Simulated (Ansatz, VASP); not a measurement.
BaTe in VASP and in Ansatz

INCAR

```
SYSTEM = BaTe
  ALGO = Normal
  EDIFF = 1E-6
  ENCUT = 520
  GGA = PE
  ISIF = 2
  ISMEAR = 0
  LASPH = .True.
  LCHARG = .True.
  LELF = .True.
  LREAL = .False.
  LVHAR = .True.
  LWAVE = .False.
  NBANDS = 15
  NELM = 80
  PREC = Accurate
  SIGMA = 0.05
```

Contents of KPOINTS:

```
k-points
0
Gamma
  6 6 6
  0 0 0
```

Contents of POSCAR:

```
BaTe
1.0
    4.1559043500      0.0000000000      0.0000000000
    0.0000000000      4.1559043500      0.0000000000
    0.0000000000      0.0000000000      4.4755893000
Ba Te
1 1
Direct
    0.0000000000      0.0000000000      0.0000000000
    0.5000000000      0.5000000000      0.5000000000
```

Input for Ansatz:

```yaml
crystal:
  lattice:
    - [4.15590435, 0.0, 0.0]
    - [0.0, 4.15590435, 0.0]
    - [0.0, 0.0, 4.4755893]
  atoms:
    - { symbol: Ba, position: [0.0, 0.0, 0.0] }
    - { symbol: Te, position: [0.5, 0.5, 0.5] }
basis:
  ecutwfc: 420
kpoints:
  mp_grid: { grid: [6, 6, 6] }
hamiltonian:
  xc: pbe
scf:
  occupations: { method: gaussian, width: 0.05 }
output:
  forces: true
  stress: true
  eigenvalues: true
```

Change from the starting cell: strain -0.025 along x and y, +0.050 along z, atoms carried along.

Alike in both runs: task single point; functional PBE; k mesh 6 × 6 × 6; occupations gaussian, width 0.05 eV; no spin polarisation.

```csv
,VASP,Ansatz
version,VASP 6.6.1,Ansatz 0.2.0
potentials or method,"VASP PAW PBE potentials, release 64 (Ba_sv, Te), cutoff 520 eV","scalar-relativistic, plane waves, PAW"
valence electrons in the cell,16,26
```

```tsv
	VASP	Ansatz	Ansatz less VASP
gap on the k mesh at the Fermi level (eV)	0.44	0.54	+0.097
least direct gap on the mesh (eV)	0.65	0.75	+0.099
pressure (GPa)	0.1	-0.3	-0.44
traceless stress, the component that is largest in VASP (GPa)	-3.50	-3.49	+0.010
```

VASP's potentials hold 16 valence electrons a cell and Ansatz's 26, so a difference there can come from the potentials and not from the codes.

Spin-orbit coupling is off throughout.
